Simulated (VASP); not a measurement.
A run of VASP 6.6.1 is set up as follows.

POSCAR

```
WS2
1.0
    3.3237618983      0.0000000000      0.0000000000
   -1.6618809492      2.8784622400      0.0000000000
    0.0000000000      0.0000000000     16.5150225480
W S
1 2
Direct
    0.3333333333      0.6666666667      0.0000000000
    0.6666666667      0.3333333333      0.9083441729
    0.6666666667      0.3333333333      0.0916558271
```

The input INCAR.step1:

```
PREC = Accurate
ENCUT = 520
EDIFF = 1E-5
ISMEAR = 0
SIGMA = 0.01
LREAL = False
LASPH = True
NELM = 80
ALGO = Normal
ISIF = 2
LWAVE = True
LCHARG = False
NBANDS = 20
GGA = PE
KPAR = 4
```

File INCAR.step2:

```
PREC = Accurate
ENCUT = 520
EDIFF = 1E-6
ISMEAR = 0
SIGMA = 0.01
LREAL = False
LASPH = True
NELM = 80
ALGO = Normal
ISIF = 2
LWAVE = False
LCHARG = False
GGA = PE
LHFCALC = True
HFSCREEN = 0.2079
PRECFOCK = Normal
NBANDS = 20
ISTART = 1
KPAR = 4
```

Contents of KPOINTS:

```
Automatic mesh
0
Gamma
  6 6 2
```

Potentials or basis: VASP PAW PBE potentials, release 64 (W_sv, S).

Run with:

```bash
$ cat potpaw_PBE.64/W_sv/POTCAR potpaw_PBE.64/S/POTCAR > POTCAR
$ cp INCAR.step1 INCAR
$ mpirun -np 4 vasp_std > vasp.out
$ cp INCAR.step2 INCAR
$ mpirun -np 4 vasp_std > vasp.out
```

(1) Predict the band gap on the k mesh.

(2) What does it give for the largest force?

## Answers

(1) 1.19 eV (least direct gap 1.71 eV).

(2) 0.226 eV/Å.

Caveat: the cell differs from its parent crystal (epitaxial xy strain +4.9%); there is no dipole correction, which matters where the two faces differ; the PAW data sets were made with another functional, which shifts forces and pressure a little; spin-orbit coupling is left out, which moves the levels of the heavy elements.
